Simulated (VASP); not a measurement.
Set up this calculation in VASP 6.6.1, as the native input.

* Task: single point
* Functional: PBE
* Dispersion: D3(BJ)
* Potentials or basis: VASP PAW PBE potentials, release 64 (B, N)
* Cutoff: 600 eV
* k mesh: 12 × 12 × 12
* Occupations: gaussian, width 0.05 eV
* Spin: no spin polarisation
* Dipole correction: no
* Further INCAR settings: ALGO = Normal; EDIFF = 1e-06; NBANDS = 11

The structure of BN lies in POSCAR:

```
BN
1.0
    1.2027024292      0.6943805712      3.2955578494
   -1.2027024292      0.6943805712      3.2955578494
    0.0000000000     -1.3887611425      3.2955578494
B N
1 1
Direct
    1.0071594894      1.0071594894      1.0071594894
    0.3269772520      0.3269772520      0.3269772520
```

This cell differs from its parent crystal: atoms displaced along a vibrational mode, the cell strained.

One way to write it, as run:

INCAR

```
  PREC = Accurate
  ENCUT = 600
  EDIFF = 1E-6
  ISMEAR = 0
  SIGMA = 0.05
  LREAL = F
  LASPH = T
  NELM = 120
  ALGO = Normal
  ISIF = 2
  LWAVE = F
  LCHARG = F
  GGA = PE
  IVDW = 12
  NBANDS = 11
  GGA_COMPAT = F
```

KPOINTS

```
Automatic mesh
0
Gamma
  12 12 12
```

Potentials or basis: VASP PAW PBE potentials, release 64 (B, N).

The run is started by

```sh
$ cat potpaw_PBE.64/B/POTCAR potpaw_PBE.64/N/POTCAR > POTCAR
$ mpirun -np 1 vasp_std > vasp.out
```

It gave:

| Quantity | Value |
| --- | --- |
| Pressure | 33.6 GPa |
| Largest force | 1.511 eV/Å |
| Band gap on the k mesh | 4.57 eV (least direct gap 5.01 eV) |
| Dispersion energy per atom | -0.154 eV |

Caveat: the cell differs from its parent crystal (atoms displaced along a vibrational mode, the cell strained); the stress differs along the axes, from -4 to 52 GPa; forces of over 1 eV/Å act on the atoms, so gaps and moduli don't describe the material at rest.

It took 89 s on 1 thread of Intel(R) Xeon(R) Platinum 8375C CPU @ 2.90GHz (Ice Lake), with other jobs on the host, peak memory 0.2 GiB.
